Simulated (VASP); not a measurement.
Input of a VASP 6.6.1 run:

File INCAR:

```
ALGO = Fast
EDIFF = 1E-6
ENCUT = 520
GGA = PS
ISIF = 2
ISMEAR = 0
LASPH = T
LCHARG = T
LELF = T
LREAL = F
LVHAR = T
LWAVE = F
NBANDS = 17
NELM = 80
PREC = Accurate
SIGMA = 0.1
```

KPOINTS

```
k-points
0
Gamma
  15 15 8
```

File POSCAR:

```
Hf
1.0
    3.1966985242      0.0000000000      0.0000000000
   -1.5983492621      2.7684221302      0.0000000000
    0.0000000000      0.0000000000      5.0578000000
Hf
2
Direct
    0.3313421894      0.6796018328      0.2506801376
    0.6666666667      0.3333333333      0.7500000000
```

Potentials or basis: VASP PAW PBE potentials, release 64 (Hf_pv).

The run is started by

```bash
$ cat potpaw_PBE.64/Hf_pv/POTCAR > POTCAR
$ mpirun -np 1 vasp_std > vasp.out
```

(1) Predict the band gap on the k mesh.

(2) Estimate the largest force.

Results:

(1) zero (bands 10 and 11 overlap by 1.63 eV).

(2) 0.092 eV/Å.

Caveat: the cell differs from its parent crystal (one atom moved); the cell stands under tension; the PAW data sets were made with another functional, which shifts forces and pressure a little; spin-orbit coupling is left out, which moves the levels of the heavy elements.
